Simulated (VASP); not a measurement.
# TiC (Fmmm) in VASP: single point with r2SCAN

Aim: the single point of TiC with r2SCAN.

Program: VASP 6.6.1. These are calculated values, not measurements. Logs are shortened: lines on timing, memory, paths and dates and some standing lists are left out, and cuts for length are marked.

## (1) The cell of the first run

The structure is orthorhombic, space group Fmmm (No. 69). The conventional cell has a = 3.841 Å, b = 4.328 Å, c = 4.815 Å, α = 90.00°, β = 90.00°, γ = 90.00°. Within 2.5 Å of Ti (site symmetry mmm) lie 6 C at 1.92 to 2.41 Å. Within 2.5 Å of C (site symmetry mmm) lie 6 Ti at 1.92 to 2.41 Å.

## (2) Single point, r2SCAN (strain +0.1125 x Voigt [1, -1, 0, 0, 0, 0])

The input, POSCAR:

```
TiC
1.0
    0.0000000000      1.9205500000      2.1640000000
    2.4074500000      0.0000000000      2.1640000000
    2.4074500000      1.9205500000      0.0000000000
Ti C
1 1
Direct
    0.0000000000      0.0000000000      0.0000000000
    0.5000000000      0.5000000000      0.5000000000
```

The input, INCAR.step1:

```
SYSTEM = TiC
ALGO = Normal
EDIFF = 1E-5
ENCUT = 660
GGA = PE
GGA_COMPAT = .FALSE.
ISMEAR = 0
LASPH = .TRUE.
LCHARG = .FALSE.
LREAL = .FALSE.
LWAVE = .TRUE.
NBANDS = 15
NELM = 120
PREC = Accurate
SIGMA = 0.15
```

The input, INCAR.step2:

```
SYSTEM = TiC
ALGO = Normal
EDIFF = 1E-6
ENCUT = 660
GGA_COMPAT = .FALSE.
ISIF = 2
ISMEAR = 0
ISTART = 1
LASPH = .TRUE.
LCHARG = .TRUE.
LELF = .TRUE.
LMIXTAU = .TRUE.
LREAL = .FALSE.
LVHAR = .TRUE.
LWAVE = .FALSE.
METAGGA = R2SCAN
NBANDS = 15
NELM = 120
PREC = Accurate
SIGMA = 0.15
```

The input, KPOINTS:

```
k-points
0
G
  24 24 24
  0 0 0
```

Potentials or basis: VASP PAW PBE potentials, release 64 (Ti_sv, C).

Run with:

```bash
cat potpaw_PBE.64/Ti_sv/POTCAR potpaw_PBE.64/C/POTCAR > POTCAR
cp INCAR.step1 INCAR
mpirun -np 1 vasp_std > vasp.out
cp INCAR.step2 INCAR
mpirun -np 1 vasp_std > vasp.out
```

OUTCAR:

```text
SYSTEM = TiC
   EDIFF = 1E-6
   ENCUT = 660
   ISIF = 2
   ISMEAR = 0
   ISTART = 1
   LASPH = .TRUE.
   LREAL = .FALSE.
   METAGGA = R2SCAN
   NELM = 120
   PREC = Accurate

 ion  position               nearest neighbor table
   1  0.000  0.000  0.000-   2 1.92   2 1.92   2 2.16   2 2.16   2 2.41   2 2.41
   2  0.500  0.500  0.500-   1 1.92   1 1.92   1 2.16   1 2.16   1 2.41   1 2.41

  LATTYP: Found a face centered orthorhombic cell.
 ALAT       =     3.8411000000
 B/A-ratio  =     1.1267605634
 C/A-ratio  =     1.2535211268

  Lattice vectors:

 A1 = (  -2.4074500000,   0.0000000000,  -2.1640000000)
 A2 = (  -2.4074500000,   1.9205500000,   0.0000000000)
 A3 = (   0.0000000000,   1.9205500000,  -2.1640000000)

Analysis of symmetry for initial positions (statically):
=====================================================================
 Subroutine PRICEL returns:
 Original cell was already a primitive cell.

 Routine SETGRP: Setting up the symmetry group for a
 face centered orthorhombic supercell.

 Subroutine GETGRP returns: Found  8 space group operations
 (whereof  8 operations were pure point group operations)
 out of a pool of  8 trial point group operations.

The static configuration has the point symmetry D_2h.

Analysis of symmetry for dynamics (positions and initial velocities):
=====================================================================
 Subroutine PRICEL returns:
 Original cell was already a primitive cell.

 Routine SETGRP: Setting up the symmetry group for a
 face centered orthorhombic supercell.

 Subroutine GETGRP returns: Found  8 space group operations
 (whereof  8 operations were pure point group operations)
 out of a pool of  8 trial point group operations.

The dynamic configuration has the point symmetry D_2h.

 Subroutine INISYM returns: Found  8 space group operations
 (whereof  8 operations are pure point group operations),
 and found     1 'primitive' translations

----------------------------------------------------------------------------------------

                                     Primitive cell

  volume of cell :      20.0111

  direct lattice vectors                    reciprocal lattice vectors
     0.000000000  1.920550000  2.164000000    -0.207688633  0.260342090  0.231053604
     2.407450000  0.000000000  2.164000000     0.207688633 -0.260342090  0.231053604
     2.407450000  1.920550000  0.000000000     0.207688633  0.260342090 -0.231053604

  length of vectors
     2.893338608  3.237083796  3.079663586     0.405337316  0.405337316  0.405337316

  position of ions in fractional coordinates (direct lattice)
     0.000000000  0.000000000  0.000000000
     0.500000000  0.500000000  0.500000000

  ion indices of the primitive-cell ions
   primitive index   ion index
                 1           1
                 2           2

----------------------------------------------------------------------------------------

 KPOINTS: k-points

Automatic generation of k-mesh.
 Grid dimensions read from file:
 generate k-points for:   24   24   24

 Generating k-lattice:

  Cartesian coordinates                     Fractional coordinates (reciprocal lattice)
    -0.008653693  0.010847587  0.009627234     0.041666667 -0.000000000 -0.000000000
     0.008653693 -0.010847587  0.009627234     0.000000000  0.041666667  0.000000000
     0.008653693  0.010847587 -0.009627234     0.000000000  0.000000000  0.041666667

  Length of vectors
     0.016889055  0.016889055  0.016889055

  Shift w.r.t. Gamma in fractional coordinates (k-lattice)
     0.000000000  0.000000000  0.000000000

 Subroutine IBZKPT returns following result:
 ===========================================

 Found   1963 irreducible k-points:

 Following reciprocal coordinates:
            Coordinates               Weight
  0.000000  0.000000  0.000000      1.000000
  0.041667  0.000000 -0.000000      8.000000
  0.083333 -0.000000 -0.000000      8.000000
  0.125000 -0.000000 -0.000000      8.000000
  0.166667  0.000000  0.000000      8.000000
  0.208333 -0.000000 -0.000000      8.000000
[... 16 lines left out ...]
  0.416667  0.041667 -0.000000      8.000000
  0.458333  0.041667  0.000000      8.000000
 [... further k-points ...]
   k-points           NKPTS =   1963   k-points in BZ     NKDIM =   1963   number of bands    NBANDS=     15
   number of dos      NEDOS =    301   number of ions     NIONS =      2
   total plane-waves  NPLWV =  18816
   dimension x,y,z NGX =    24 NGY =   28 NGZ =   28
   dimension x,y,z NGXF=    48 NGYF=   56 NGZF=   56
   ions per type =               1   1
   NGX,Y,Z   is equivalent  to a cutoff of  13.79, 14.38, 15.11 a.u.
   NGXF,Y,Z  is equivalent  to a cutoff of  27.58, 28.76, 30.23 a.u.
 SYSTEM =  TiC
   PREC   = accura    normal or accurate (medium, high low for compatibility)
   ISTART =      1    job   : 0-new  1-cont  2-samecut
   ICHARG =      0    charge: 1-file 2-atom 10-const
   ISPIN  =      1    spin polarized calculation?
   LNONCOLLINEAR =      F non collinear calculations
   LSORBIT =      F    spin-orbit coupling
   LASPH  =      T    aspherical Exc in radial PAW
   ENCUT  =  660.0 eV  48.51 Ry    6.96 a.u.   6.06  6.78  6.45*2*pi/ulx,y,z
   NELM   =    120;   NELMIN=  2; NELMDL=  0     # of ELM steps
   EDIFF  = 0.1E-05   stopping-criterion for ELM
   LREAL  =      F    real-space projection
   EDIFFG = 0.1E-04   stopping-criterion for IOM
   NSW    =      0    number of steps for IOM
   IBRION =     -1    ionic relax: 0-MD 1-quasi-New 2-CG
   NFREE  =      0    steps in history (QN), initial steepest desc. (CG)
   ISIF   =      2    stress and relaxation
   ISYM   =      2    0-nonsym 1-usesym 2-fastsym
   POTIM  = 0.5000    time-step for ionic-motion
   TEBEG  =    0.0;   TEEND  =   0.0 temperature during run
   PSTRESS=    0.0 pullay stress
   NELECT =      16.0000    total number of electrons
   NUPDOWN=      -1.0000    fix difference up-down
   EMIN   =  10.00;   EMAX   =-10.00  energy-range for DOS
   EFERMI =   0.00;   METHOD = LEGACY
   ISMEAR =     0;   SIGMA  =   0.15  broadening in eV -4-tet -1-fermi 0-gaus
   EFERMI_NEDOS =   21; number of points for ismear=-14 and -15
   IALGO  =     38    algorithm
   IMIX   =      4    mixing-type and parameters
     AMIX     =   0.40;   BMIX     =  1.00
     AMIX_MAG =   1.60;   BMIX_MAG =  1.00
  volume/ion in A,a.u.               =      10.01        67.52
  Fermi-wavevector in a.u.,A,eV,Ry     =   1.519468  2.871377 31.412883  2.308782
  Thomas-Fermi vector in A             =   2.628449
   LORBIT       =      0    0 simple, 1 ext, 2 COOP (PROOUT), +10 PAW based schemes
   METAGGA = R2SCAN    functional components
   LHFCALC =     F    Hartree Fock is set to
   AEXX    =    0.0000 exact exchange contribution
   IVDW    =     0    specifies the selected vdW correction
   LEPSILON=     F    determine dielectric tensor
   LRPA    =     F    only Hartree local field effects (RPA)
 non-spin polarized calculation
 Gauss-broadening in eV      SIGMA  =   0.15
  energy-cutoff  :      660.00
  volume of cell :       20.01
 maximum number of plane-waves:       787
   NGX = 13   NGY = 13   NGZ = 13

 number of electron      16.0000002 magnetization

 Free energy of the ion-electron system (eV)
  ---------------------------------------------------
  ext. energy  EPLUGINS =         0.00000000
  ---------------------------------------------------
  free energy    TOTEN  =       -24.11520136 eV

  energy without entropy =      -24.11254022  energy(sigma->0) =      -24.11387079

 E-fermi :   9.7313     XC(G=0): -13.5995

 val. band max:        9.7286522786   @ k =  -0.0417   0.2917   0.3333
 cond. band min:       9.7362792443   @ k =   0.5000   0.4583  -0.0000
 fundamental gap:      0.0076269657
 Fermi energy:         9.7312778892

 k-point     1 :       0.0000    0.0000    0.0000
  band No.  band energies     occupation
      1     -49.1012      2.00000
      2     -24.2251      2.00000
      3     -24.0714      2.00000
      4     -24.0066      2.00000
      5      -3.6342      2.00000
      6       9.7540      0.83063
      7      10.3655      0.00000
      8      10.7265      0.00000
      9      10.8663      0.00000
     10      11.2757      0.00000
     11      11.5886      0.00000
     12      11.7496      0.00000
     13      12.0315      0.00000
     14      21.9844      0.00000
     15      25.0070      0.00000

 k-point     2 :       0.0417    0.0000   -0.0000
  band No.  band energies     occupation
      1     -49.0997      2.00000
      2     -24.2279      2.00000
      3     -24.0766      2.00000
      4     -24.0108      2.00000
      5      -3.5904      2.00000
      6       9.6421      1.59939
      7       9.9744      0.02191
      8      10.5701      0.00000
      9      10.8478      0.00000
     10      11.2948      0.00000
     11      11.6869      0.00000
     12      11.8221      0.00000
     13      12.5541      0.00000
     14      22.0532      0.00000
     15      24.9949      0.00000

 k-point     3 :       0.0833   -0.0000   -0.0000
  band No.  band energies     occupation
      1     -49.0953      2.00000
      2     -24.2368      2.00000
      3     -24.0949      2.00000
      4     -24.0193      2.00000
      5      -3.4603      2.00000
      6       9.2844      1.99997
      7       9.3515      1.99966
      8      10.2178      0.00000
      9      10.6044      0.00000
     10      11.4256      0.00000
     11      12.0321      0.00000
     12      12.2397      0.00000
     13      13.3482      0.00000
     14      22.2388      0.00000
     15      24.9333      0.00000

 k-point     4 :       0.1250   -0.0000   -0.0000
  band No.  band energies     occupation
      1     -49.0883      2.00000
      2     -24.2543      2.00000
      3     -24.1281      2.00000
      4     -24.0251      2.00000
      5      -3.2475      2.00000
      6       8.6975      2.00000
      7       8.7790      2.00000
      8       9.6158      1.72360
      9      10.7355      0.00000
     10      11.5129      0.00000
     11      12.2441      0.00000
     12      12.9365      0.00000
     13      14.1932      0.00000
     14      22.4703      0.00000
     15      24.7886      0.00000
[... 307 lines left out ...]
 k-point    22 :       0.3750    0.0417    0.0000
  band No.  band energies     occupation
      1     -49.0270      2.00000
      2     -24.5815      2.00000
      3     -24.2728      2.00000
      4     -24.0252      2.00000
      5      -0.9244      2.00000
      6       4.8309      2.00000
      7       6.4746      2.00000
      8       6.8744      2.00000
      9      12.4216      0.00000
     10      12.5761      0.00000
     11      13.8352      0.00000
     12      16.2460      0.00000
     13      18.7973      0.00000
     14      19.7701      0.00000
     15      25.3443      0.00000

 k-point    23 :       0.4167    0.0417   -0.0000
  band No.  band energies     occupation
      1     -49.0193      2.00000
      2     -24.6313      2.00000
      3     -24.2822      2.00000
      4     -24.0238      2.00000
      5      -0.4506      2.00000
      6       4.2609      2.00000
      7       6.2709      2.00000
      8       6.5860      2.00000
      9      12.5514      0.00000
     10      12.9169      0.00000
     11      14.1897      0.00000
     12      16.6406      0.00000
     13      18.8703      0.00000
     14      19.4636      0.00000
     15      24.7660      0.00000

 k-point    24 :       0.4583    0.0417    0.0000
  band No.  band energies     occupation
      1     -49.0141      2.00000
      2     -24.6647      2.00000
      3     -24.2886      2.00000
      4     -24.0231      2.00000
      5      -0.0497      2.00000
      6       3.8017      2.00000
      7       6.1342      2.00000
      8       6.3918      2.00000
      9      12.6167      0.00000
     10      13.2004      0.00000
     11      14.5018      0.00000
     12      16.9205      0.00000
     13      18.3945      0.00000
     14      19.6821      0.00000
     15      24.3572      0.00000

 [... further k-points ...]

------------------------ aborting loop because EDIFF is reached ----------------------------------------

  FORCE on cell =-STRESS in cart. coord.  units (eV):
  Direction    XX          YY          ZZ          XY          YZ          ZX
  --------------------------------------------------------------------------------------
  -------------------------------------------------------------------------------------
  Total       -3.0768243     11.1680326      0.6141124      0.0000000      0.0000000      0.0000000
  in kB     -246.3446475    894.1638545     49.1686552      0.0000000      0.0000000      0.0000000
  external PRESSURE =     232.3292874 kB  Pullay stress =       0.0000000 kB

 VOLUME and BASIS-vectors are now :
 -----------------------------------------------------------------------------
  energy-cutoff  :      660.00
  volume of cell :       20.01
      direct lattice vectors                 reciprocal lattice vectors
     0.000000000  1.920550000  2.164000000    -0.207688633  0.260342090  0.231053604
     2.407450000  0.000000000  2.164000000     0.207688633 -0.260342090  0.231053604
     2.407450000  1.920550000  0.000000000     0.207688633  0.260342090 -0.231053604

 POSITION                                       TOTAL-FORCE (eV/Angst)
 -----------------------------------------------------------------------------------
      0.00000      0.00000      0.00000        -0.000000      0.000000     -0.000000
      2.40745      1.92055      2.16400         0.000000      0.000000      0.000000
 -----------------------------------------------------------------------------------
    total drift:                                0.000000     -0.000000     -0.000000

  FREE ENERGIE OF THE ION-ELECTRON SYSTEM (eV)
  ---------------------------------------------------
  free  energy   TOTEN  =       -24.1152013563 eV

  energy  without entropy=      -24.1125402184  energy(sigma->0) =      -24.11387079
```

It took 74 min on 1 thread of Intel Xeon 8259CL, shared host; peak memory 0.88 GiB.

What came out:

- Free energy: -24.1152 eV
- Pressure: 23.2 GPa
- Band gap on the k mesh: zero (bands 8 and 9 overlap by 2.31 eV)

Caveat: the cell differs from its parent crystal (strain +0.1125 x Voigt [1, -1, 0, 0, 0, 0]); the cell stands under pressure; the PAW data sets were made with another functional, which shifts forces and pressure a little.
